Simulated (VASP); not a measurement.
# GaSb (F-43m) in VASP: relaxation of cell and atoms with PBE

Aim: the relaxation of cell and atoms of GaSb with PBE.

Program: VASP 6.6.1. These are calculated values, not measurements. Logs are shortened: lines on timing, memory, paths and dates and some standing lists are left out, and cuts for length are marked.

## (1) The cell of the first run

The structure is cubic, space group F-43m (No. 216). Conventional cell: a = 6.120 Å, b = 6.120 Å, c = 6.120 Å, α = 90.00°, β = 90.00°, γ = 90.00°. Within 3.5 Å of Ga (site symmetry -43m) lie 4 Sb at 2.65 Å. Sb (site symmetry -43m) has 4 Ga at 2.65 Å within 3.5 Å.

## (2) Relaxation of cell and atoms, PBE

File INCAR:

```
PREC = Accurate
ENCUT = 500
EDIFF = 1E-7
ISMEAR = -1
SIGMA = 0.02
LREAL = F
LASPH = T
NELM = 120
ALGO = Normal
ISIF = 3
LWAVE = F
LCHARG = F
GGA = PE
IBRION = 2
NSW = 80
EDIFFG = -0.02
GGA_COMPAT = F
NELMIN = 4
```

File KPOINTS:

```
regular mesh
0
Gamma
  6 6 6
```

File POSCAR:

```
GaSb
1.0
    0.0000000000      3.0600000000      3.0600000000
    3.0600000000      0.0000000000      3.0600000000
    3.0600000000      3.0600000000      0.0000000000
Ga Sb
1 1
Direct
    0.0000000000      0.0000000000      0.0000000000
    0.2500000000      0.2500000000      0.2500000000
```

Potentials or basis: VASP PAW PBE potentials, release 64 (Ga_d, Sb).

Command:

```console
> cat potpaw_PBE.64/Ga_d/POTCAR potpaw_PBE.64/Sb/POTCAR > POTCAR
> mpirun -np 1 vasp_std > vasp.out
```

OUTCAR:

```text
PREC = Accurate
   ENCUT = 500
   EDIFF = 1E-7
   ISMEAR = -1
   LREAL = F
   LASPH = T
   NELM = 120
   ISIF = 3
   GGA = PE
   IBRION = 2
   NSW = 80
   EDIFFG = -0.02
   NELMIN = 4

 ion  position               nearest neighbor table
   1  0.000  0.000  0.000-   2 2.65   2 2.65   2 2.65   2 2.65
   2  0.250  0.250  0.250-   1 2.65   1 2.65   1 2.65   1 2.65

  LATTYP: Found a face centered cubic cell.
 ALAT       =     6.1200000000

  Lattice vectors:

 A1 = (   0.0000000000,   3.0600000000,   3.0600000000)
 A2 = (   3.0600000000,   0.0000000000,   3.0600000000)
 A3 = (   3.0600000000,   3.0600000000,   0.0000000000)

Analysis of symmetry for initial positions (statically):
=====================================================================
 Subroutine PRICEL returns:
 Original cell was already a primitive cell.

 Routine SETGRP: Setting up the symmetry group for a
 face centered cubic supercell.

 Subroutine GETGRP returns: Found 24 space group operations
 (whereof 24 operations were pure point group operations)
 out of a pool of 48 trial point group operations.

The static configuration has the point symmetry T_d .

Analysis of symmetry for dynamics (positions and initial velocities):
=====================================================================
 Subroutine PRICEL returns:
 Original cell was already a primitive cell.

 Routine SETGRP: Setting up the symmetry group for a
 face centered cubic supercell.

 Subroutine GETGRP returns: Found 24 space group operations
 (whereof 24 operations were pure point group operations)
 out of a pool of 48 trial point group operations.

The dynamic configuration has the point symmetry T_d .

 Subroutine INISYM returns: Found 24 space group operations
 (whereof 24 operations are pure point group operations),
 and found     1 'primitive' translations

----------------------------------------------------------------------------------------

                                     Primitive cell

  volume of cell :      57.3052

  direct lattice vectors                    reciprocal lattice vectors
     0.000000000  3.060000000  3.060000000    -0.163398693  0.163398693  0.163398693
     3.060000000  0.000000000  3.060000000     0.163398693 -0.163398693  0.163398693
     3.060000000  3.060000000  0.000000000     0.163398693  0.163398693 -0.163398693

  length of vectors
     4.327493501  4.327493501  4.327493501     0.283014838  0.283014838  0.283014838

  position of ions in fractional coordinates (direct lattice)
     0.000000000  0.000000000  0.000000000
     0.250000000  0.250000000  0.250000000

  ion indices of the primitive-cell ions
   primitive index   ion index
                 1           1
                 2           2
[... 57 lines left out ...]
   ISPIN  =      1    spin polarized calculation?
   LNONCOLLINEAR =      F non collinear calculations
   LSORBIT =      F    spin-orbit coupling
   LASPH  =      T    aspherical Exc in radial PAW
   ENCUT  =  500.0 eV  36.75 Ry    6.06 a.u.   7.89  7.89  7.89*2*pi/ulx,y,z
   NELM   =    120;   NELMIN=  4; NELMDL= -5     # of ELM steps
   EDIFF  = 0.1E-06   stopping-criterion for ELM
   LREAL  =      F    real-space projection
   EDIFFG = -.2E-01   stopping-criterion for IOM
   NSW    =     80    number of steps for IOM
   IBRION =      2    ionic relax: 0-MD 1-quasi-New 2-CG
   NFREE  =      1    steps in history (QN), initial steepest desc. (CG)
   ISIF   =      3    stress and relaxation
   ISYM   =      2    0-nonsym 1-usesym 2-fastsym
   POTIM  = 0.5000    time-step for ionic-motion
   TEBEG  =    0.0;   TEEND  =   0.0 temperature during run
   PSTRESS=    0.0 pullay stress
   NELECT =      18.0000    total number of electrons
   NUPDOWN=      -1.0000    fix difference up-down
   EMIN   =  10.00;   EMAX   =-10.00  energy-range for DOS
   EFERMI =   0.00;   METHOD = LEGACY
   ISMEAR =    -1;   SIGMA  =   0.02  broadening in eV -4-tet -1-fermi 0-gaus
   EFERMI_NEDOS =   21; number of points for ismear=-14 and -15
   IALGO  =     38    algorithm
   IMIX   =      4    mixing-type and parameters
     AMIX     =   0.40;   BMIX     =  1.00
     AMIX_MAG =   1.60;   BMIX_MAG =  1.00
  volume/ion in A,a.u.               =      28.65       193.36
  Fermi-wavevector in a.u.,A,eV,Ry     =   1.112844  2.102970 16.849747  1.238421
  Thomas-Fermi vector in A             =   2.249422
   LORBIT       =      0    0 simple, 1 ext, 2 COOP (PROOUT), +10 PAW based schemes
   GGA     = PE    functional components
   LHFCALC =     F    Hartree Fock is set to
   AEXX    =    0.0000 exact exchange contribution
   IVDW    =     0    specifies the selected vdW correction
   LEPSILON=     F    determine dielectric tensor
   LRPA    =     F    only Hartree local field effects (RPA)
 conjugate gradient relaxation of ions
 non-spin polarized calculation
  energy-cutoff  :      500.00
  volume of cell :       57.31
 maximum number of plane-waves:      1464
   NGX = 15   NGY = 15   NGZ = 15

--------------------------------------- Ionic step        1  -------------------------------------------

 number of electron      17.9999986 magnetization

 Free energy of the ion-electron system (eV)
  ---------------------------------------------------
  ext. energy  EPLUGINS =         0.00000000
  ---------------------------------------------------
  free energy    TOTEN  =        -7.32201298 eV

  energy without entropy =       -7.32162493  energy(sigma->0) =       -7.32181896

 E-fermi :   4.8984     XC(G=0):  -9.0793

 val. band max:        4.8957448544   @ k =   0.0000   0.0000   0.0000
 cond. band min:       5.2669759621   @ k =   0.5000   0.0000   0.0000
 fundamental gap:      0.3712311076
 Fermi energy:         4.8984447515

 k-point     1 :       0.0000    0.0000    0.0000
  band No.  band energies     occupation
      1     -10.1726      2.00000
      2     -10.1726      2.00000
      3     -10.1726      2.00000
      4     -10.1232      2.00000
      5     -10.1232      2.00000
      6      -6.6019      2.00000
      7       4.8678      1.64420
      8       4.8678      1.64420
      9       4.8678      1.64420
     10       4.8957      1.06740
     11       7.6395      0.00000
     12       7.6395      0.00000
     13       7.6395      0.00000
[... 309 lines left out ...]
--------------------------------------- Ionic step        3  -------------------------------------------

 number of electron      18.0000016 magnetization

 Free energy of the ion-electron system (eV)
  ---------------------------------------------------
  ext. energy  EPLUGINS =         0.00000000
  ---------------------------------------------------
  free energy    TOTEN  =        -7.34304448 eV

  energy without entropy =       -7.34269085  energy(sigma->0) =       -7.34286766

 E-fermi :   4.3930     XC(G=0):  -8.8657

 val. band max:        4.3791690977   @ k =   0.0000   0.0000   0.0000
 cond. band min:       4.6807195919   @ k =   0.5000   0.0000   0.0000
 fundamental gap:      0.3015504942
 Fermi energy:         4.3930317620

 k-point     1 :       0.0000    0.0000    0.0000
  band No.  band energies     occupation
      1     -10.5697      2.00000
      2     -10.5697      2.00000
      3     -10.5697      2.00000
      4     -10.5274      2.00000
      5     -10.5274      2.00000
      6      -6.7598      2.00000
      7       4.0648      2.00000
      8       4.3792      1.33333
      9       4.3792      1.33333
     10       4.3792      1.33333
     11       7.1630      0.00000
     12       7.1630      0.00000
     13       7.1630      0.00000
[... 267 lines left out ...]
  FREE ENERGIE OF THE ION-ELECTRON SYSTEM (eV)
  ---------------------------------------------------
  free  energy   TOTEN  =        -7.3430444759 eV

  energy  without entropy=       -7.3426908497  energy(sigma->0) =       -7.34286766

 reached required accuracy - stopping structural energy minimisation
```

OSZICAR:

```text
N       E                     dE             d eps       ncg     rms          rms(c)
DAV:   1     0.826493893828E+02    0.82649E+02   -0.87371E+03   424   0.169E+03
DAV:   2    -0.920387622414E+00   -0.83570E+02   -0.81313E+02   449   0.332E+02
DAV:   3    -0.726613659528E+01   -0.63457E+01   -0.63240E+01   511   0.767E+01
[... 27 lines left out ...]
DAV:   3    -0.734354513445E+01    0.44028E-02   -0.54676E-03   559   0.125E+00    0.913E-02
DAV:   4    -0.734308305170E+01    0.46208E-03   -0.53316E-04   479   0.339E-01    0.297E-02
DAV:   5    -0.734304505433E+01    0.37997E-04   -0.38264E-05   480   0.842E-02    0.775E-03
DAV:   6    -0.734304445100E+01    0.60332E-06   -0.53359E-06   496   0.408E-02    0.246E-03
DAV:   7    -0.734304447594E+01   -0.24938E-07   -0.54200E-07   482   0.586E-03
   3 F= -.73430445E+01 E0= -.73428677E+01  d E =-.210315E-01
```

It took 49 s on 1 thread of Intel Xeon 8259CL, shared host; peak memory 0.19 GiB.

Results:

* Free energy: -7.3430 eV
* Relaxed volume: 30.10 Å³/atom
* Relaxed cell: a = 4.399 Å, b = 4.399 Å, c = 4.399 Å, α = 60.00°, β = 60.00°, γ = 60.00°
* Space group after relaxing (to 0.1 Å): F-43m (No. 216)
* Energy gained by relaxing: 10.5 meV/atom
* Ionic steps: 3
* Pressure after relaxing: 0.0 GPa
* Band gap on the k mesh: zero (filled and empty bands touch)

The path:
```csv
step,energy change (eV),largest force (eV/Å),pressure (GPa),volume (Å³)
1,0.0000,0.0000,2.40,57.31
2,-0.0197,0.0000,-0.54,60.93
3,-0.0210,0.0000,-0.04,60.19
```

Final structure:
```
CELL_PARAMETERS angstrom
0.00000 3.11057 3.11057
3.11057 0.00000 3.11057
3.11057 3.11057 0.00000
ATOMIC_POSITIONS crystal
Ga 0.00000 0.00000 0.00000
Sb 0.25000 0.25000 0.25000
```

Caveat: semilocal functionals underestimate gaps, and a narrow one can read as zero; spin-orbit coupling is left out, which moves the levels of the heavy elements.

The gap in the log of VASP goes by the Fermi energy; the results here count the filled bands.